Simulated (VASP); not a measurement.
## Sn: single point with BLYP

Crystal: Sn.

```
Sn
1.0
     3.29588    0.00000    0.00000
     0.00000    3.29588    0.00000
     0.00000    0.00000    3.29588
Sn
1
Direct
  0.00000 0.00000 0.00000
```

This cell differs from its parent crystal: volume scaled by 1.12.

| Property | Result |
| --- | --- |
| Program | VASP 6.6.1 |
| Task | single point |
| Functional | BLYP |
| Potentials or basis | VASP PAW PBE potentials, release 64 (Sn_d) |
| Cutoff | 520 eV |
| k mesh | 16 × 16 × 16 |
| Occupations | fermi-dirac, width 0.1 eV |
| Spin | no spin polarisation |

| Item | Value |
| --- | --- |
| Pressure | -2.8 GPa |
| Band gap on the k mesh | zero (band 7 reaches 9.78 eV, above the bottom of band 8 at 3.77 eV) |

Levels at points of the mesh, in eV from the Fermi level:
```tsv
k point	band 3	band 4	band 5	band 6	band 7	band 8	band 9	band 10	band 11	band 12
(0.00, 0.00, 0.00)	-21.17	-21.17	-21.17	-9.46	4.40	4.40	4.40	8.05	8.05	8.82
(0.50, 0.00, 0.00)	-21.22	-21.21	-21.17	-7.31	-3.41	6.18	6.18	10.22	11.05	11.81
(0.50, 0.50, 0.00)	-21.22	-21.22	-21.11	-5.05	-1.60	-1.60	3.55	7.99	13.38	13.38
(0.50, 0.50, 0.50)	-21.28	-21.10	-21.10	-2.58	0.11	0.11	0.11	5.94	5.94	5.94
```

It took 27 s on 1 thread of Intel(R) Xeon(R) 6975P-C (Granite Rapids) (shared host), peak memory 0.2 GiB.

Caveat: the PAW data sets were made with another functional, which shifts forces and pressure a little; spin-orbit coupling is left out, which moves the levels of the heavy elements.
